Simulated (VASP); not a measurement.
Set up this calculation in VASP 6.6.1, as the native input.

```yaml
Task: single point
Functional: PBEsol
Potentials_or_basis: VASP PAW PBE potentials, release 64 (Cd, F)
Cutoff: 520 eV
k_mesh: 7 × 7 × 7
Occupations: fermi-dirac, width 0.05 eV
Spin: no spin polarisation
Dipole_correction: no
Further_INCAR_settings: ALGO = Normal; EDIFF = 1e-06; NBANDS = 20
```

The structure of CdF2 lies in POSCAR:

```
CdF2
1.0
    0.0000000000      2.5862400000      2.6940000000
    2.5862400000      0.0000000000      2.6940000000
    2.5862400000      2.5862400000      0.0000000000
Cd F
1 2
Direct
    0.0000000000      0.0000000000      0.0000000000
    0.7500000000      0.7500000000      0.7500000000
    0.2500000000      0.2500000000      0.2500000000
```

The input as run:

INCAR

```
PREC = Accurate
ENCUT = 520
EDIFF = 1E-6
ISMEAR = -1
SIGMA = 0.05
LREAL = F
LASPH = T
NELM = 60
ALGO = Normal
ISIF = 2
LWAVE = F
LCHARG = F
GGA = PS
NBANDS = 20
```

KPOINTS

```
Automatic mesh
0
Gamma
  7 7 7
```

Potentials or basis: VASP PAW PBE potentials, release 64 (Cd, F).

Launch:

```bash
$ cat potpaw_PBE.64/Cd/POTCAR potpaw_PBE.64/F/POTCAR > POTCAR
$ mpirun -np 1 vasp_std > vasp.out
```

It gave:

```
Pressure               : 11.7 GPa
Band gap on the k mesh : 3.20 eV, indirect (least direct gap 3.46 eV)
```

Caveat: the PAW data sets were made with another functional, which shifts forces and pressure a little.

It took 12 s on 1 thread of Intel(R) Xeon(R) 6975P-C (Granite Rapids), with other jobs on the host, peak memory 0.17 GiB.
